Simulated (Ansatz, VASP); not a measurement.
**MnAs in VASP and in Ansatz**

Contents of INCAR:

```
ALGO     = Normal         # electronic algorithm
EDIFF    = 1E-7           # SCF threshold, eV
ENCUT    = 520            # plane-wave cutoff, eV
GGA      = PE             # functional
GGA_COMPAT= False        
ISIF     = 2              # what is computed and relaxed
ISMEAR   = -1             # smearing method
LASPH    = True           # aspherical terms in the spheres
LCHARG   = False          # write CHGCAR
LMAXMIX  = 4              # l up to which the mixer works
LNONCOLLINEAR= True           # non-collinear magnetism
LORBIT   = 11             # projections on sites
LORBMOM  = True         
LREAL    = False          # projectors in reciprocal space
LSORBIT  = True           # spin-orbit coupling
LWAVE    = False          # write WAVECAR
MAGMOM   = 0 0 0 0 0 0 2.828 2.828 0 2.828 2.828 0 # initial moments
NBANDS   = 50             # bands
NELM     = 150            # most SCF steps
PREC     = Accurate       # precision mode
SIGMA    = 0.05           # smearing width, eV
```

File KPOINTS:

```
k-points
0
Gamma
  6 6 4
```

The input POSCAR:

```
MnAs
1.0
    3.7100000000      0.0000000000      0.0000000000
   -1.8550000000      3.2129542480      0.0000000000
    0.0000000000      0.0000000000      5.6910000000
As Mn
2 2
Direct
    0.6666666667      0.3333333333      0.7500000000
    0.3333333333      0.6666666667      0.2500000000
    0.0000000000      0.0000000000      0.5000000000
    0.0000000000      0.0000000000      0.0000000000
```

Contents of input.yaml:

```yaml
crystal:
  lattice:
    - [3.71, 0.0, 0.0]
    - [-1.855, 3.212954248, 0.0]
    - [0.0, 0.0, 5.691]
  atoms:
    - { symbol: As, position: [0.6666666667, 0.3333333333, 0.75] }
    - { symbol: As, position: [0.3333333333, 0.6666666667, 0.25] }
    - { symbol: Mn, position: [0.0, 0.0, 0.5], spin: 3.999, spin_axis: [2.828, 2.828, 0.0] }
    - { symbol: Mn, position: [0.0, 0.0, 0.0], spin: 3.999, spin_axis: [2.828, 2.828, 0.0] }
hamiltonian:
  xc: pbe
  pseudopotentials: { kind: paw_fr }
magnetization:
  noncollinear: true
  spin_orbit: true
kpoints:
  mp_grid: { grid: [6, 6, 4] }
  band_path:
    path:
      - [[0.0, 0.0, 0.0], [0.5, 0.0, 0.0], [0.3333333333, 0.3333333333, 0.0], [0.0, 0.0, 0.0], [0.0, 0.0, 0.5], [0.5, 0.0, 0.5], [0.3333333333, 0.3333333333, 0.5], [0.0, 0.0, 0.5]]
      - [[0.5, 0.0, 0.5], [0.5, 0.0, 0.0]]
      - [[0.3333333333, 0.3333333333, 0.0], [0.3333333333, 0.3333333333, 0.5]]
    npoints: 14
scf:
  occupations: { method: fermi_dirac, width: 0.05 }
  n_extra_bands: 10
output:
  forces: true
  stress: true
  eigenvalues: true
  fatbands: true
```

Alike in both runs: functional PBE; k mesh 6 × 6 × 4; occupations fermi-dirac, width 0.05 eV; non-collinear spin, spin-orbit coupling.

```csv
,VASP,Ansatz
version,VASP 6.6.1,Ansatz 0.2.0
potentials or method,"VASP PAW PBE potentials, release 64 (As, Mn_pv)",Ansatz PAW
plane-wave cutoff (eV),520,420
valence electrons in the cell,36,60
task,single point,band structure
```

```tsv
	VASP	Ansatz	Ansatz less VASP
pressure (GPa)	-3.5	-3.7	-0.18
traceless stress, the component that is largest in VASP (GPa)	-1.51	-1.54	-0.035
net moment per atom (μB)	1.56	1.56	+0.001
```

VASP's potentials hold 36 valence electrons a cell and Ansatz's 60, so a difference there can come from the potentials and not from the codes.
